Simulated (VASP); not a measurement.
Input of a VASP 6.6.1 run:

The input INCAR:

```
PREC = Accurate
ENCUT = 600
EDIFF = 1E-6
ISMEAR = -1
SIGMA = 0.05
LREAL = False
LASPH = True
NELM = 200
ALGO = Normal
ISIF = 2
LWAVE = False
LCHARG = True
ISPIN = 2
MAGMOM = 0 4 0 0 0 0 0
LORBIT = 11
LMAXMIX = 4
GGA = PE
LVHAR = True
NBANDS = 39
GGA_COMPAT = False
KPAR = 4
```

File KPOINTS:

```
Automatic mesh
0
Gamma
  9 9 9
```

File POSCAR:

```
MgMnNbO4
1.0
   -2.0427714852      2.0449261471      4.6478823257
    2.0427714852     -2.0449261471      4.6478823257
    2.0427714852      2.0449261471     -4.6478823257
Nb Mn Mg O
1 1 1 4
Direct
    0.0001230000      0.0001230000      0.0000000000
    0.7490940000      0.2490940000      0.5000000000
    0.2503950000      0.7503950000      0.5000000000
    0.7755000000      0.7755000000      0.0000000000
    0.0128660000      0.5128660000      0.5000000000
    0.2247700000      0.2247700000      0.0000000000
    0.4872520000      0.9872520000      0.5000000000
```

Potentials or basis: VASP PAW PBE potentials, release 64 (Nb_sv, Mn_pv, Mg, O).

Command:

```console
$ cat potpaw_PBE.64/Nb_sv/POTCAR potpaw_PBE.64/Mn_pv/POTCAR potpaw_PBE.64/Mg/POTCAR potpaw_PBE.64/O/POTCAR > POTCAR
$ mpirun -np 4 vasp_std > vasp.out
```

Problem. Predict the pressure.

Solution. 4.5 GPa.

Problem. Predict the largest force.

Solution. 0.655 eV/Å.

Forces in eV/Å, atoms in the order of the input:
```
Nb   0.000  0.000  0.028
Mn   0.000  0.000 -0.043
Mg   0.000  0.000  0.003
O    0.000  0.000 -0.643
O    0.000  0.000  0.210
O    0.000  0.000  0.655
O    0.000  0.000 -0.209
```

Caveat: the cell stands under pressure; a cell with one magnetic atom can't hold antiferromagnetic order, which such compounds often take.
